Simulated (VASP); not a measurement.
## Co: single point with PBE

The system is Co.

```
Co
1.0
     2.47056    0.00000    0.00000
    -1.23528    2.13957    0.00000
     0.00000    0.00000    8.08823
Co
4
Direct
  0.00000 0.00000 0.00000
  0.00000 0.00000 0.50000
  0.33333 0.66667 0.25000
  0.66667 0.33333 0.75000
```

| Quantity | Value |
| --- | --- |
| Program | VASP 6.6.1 |
| Task | single point |
| Functional | PBE |
| Potentials or basis | VASP PAW PBE potentials, release 64 (Co) |
| Cutoff | 600 eV |
| k mesh | 8 × 8 × 2 |
| Occupations | fermi-dirac, width 0.1 eV |
| Spin | collinear spin, ferromagnetic start |
| Starting moments | [3.2, 3.2, 3.2, 3.2] μB |
| Dipole correction | no |
| Further INCAR settings | ALGO = Normal; EDIFF = 1e-06; NBANDS = 30 |

```yaml
Pressure: 3.5 GPa
Net_moment: 6.44 μB per cell
Site_moments: Co +1.62, +1.63 (each value once) μB
Valence_electrons_inside_the_program's_atomic_spheres: Co 8.30
```

Stress tensor (GPa, compression positive):
```
4.59 0.00 0.00
0.00 4.59 0.00
0.00 0.00 1.20
```

Levels at points of the mesh, in eV from the Fermi level:
Spin up:
```tsv
k point	band 18	band 19	band 20	band 21	band 22	band 23	band 24	band 25
(0.00, 0.00, 0.00)	-1.48	-1.48	-1.18	-1.18	-0.78	-0.78	-0.28	6.26
(0.50, 0.00, 0.00)	-0.54	-0.52	-0.50	0.28	1.40	2.51	3.14	7.07
(0.00, 0.00, 0.50)	-1.64	-1.64	-1.64	-0.95	-0.95	-0.95	-0.95	9.27
(0.50, 0.00, 0.50)	-0.67	-0.54	-0.54	1.27	1.27	2.84	2.84	7.41
```
Spin down:
```csv
k point,band 11,band 12,band 13,band 14,band 15,band 16,band 17,band 18
"(0.00, 0.00, 0.00)",-1.13,-0.85,-0.85,-0.80,-0.80,-0.34,0.07,0.07
"(0.50, 0.00, 0.00)",-0.82,-0.10,-0.06,0.52,1.21,1.22,1.24,1.26
"(0.00, 0.00, 0.50)",-1.05,-1.05,-0.94,-0.94,-0.94,-0.94,0.25,0.25
"(0.50, 0.00, 0.50)",-0.85,-0.85,-0.24,-0.24,0.82,0.82,1.22,1.22
```

Run time: 40 s on 1 thread of Intel(R) Xeon(R) 6975P-C (Granite Rapids), with other jobs on the host, peak memory 0.21 GiB.

Caveat: the k points lie up to 0.39 Å⁻¹ apart.
